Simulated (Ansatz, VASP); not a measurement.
# One calculation of Os, two programs

```
Os
1.0
     2.57289    0.00000    0.00000
    -1.28644    2.22819    0.00000
     0.00000    0.00000    4.87799
Os
2
Direct
  0.33333 0.66667 0.25000
  0.66667 0.33333 0.75000
```

Alike in both runs: task single point; functional PBEsol; k mesh 24 × 24 × 12; occupations gaussian, width 0.15 eV; no spin polarisation.

|  | VASP | Ansatz |
| --- | --- | --- |
| version | VASP 6.6.1 | Ansatz 0.2.0 |
| potentials or method | VASP PAW PBE potentials, release 64 (Os), cutoff 520 eV | scalar-relativistic, plane waves, PAW |
| valence electrons in the cell | 16 | 32 |

|  | VASP | Ansatz | Ansatz less VASP |
| --- | --- | --- | --- |
| gap on the k mesh at the Fermi level (eV) | none | none | - |
| pressure (GPa) | 13.1 | 12.3 | -0.80 |
| traceless stress, the component that is largest in VASP (GPa) | -65.73 | -65.82 | -0.094 |

VASP's potentials were made for PBE, not for PBEsol. A gap of «none» marks a metal or a gap that the smearing closes. VASP's potentials hold 16 valence electrons a cell and Ansatz's 32, so a difference there can come from the potentials and not from the codes.

Spin-orbit coupling is off throughout.
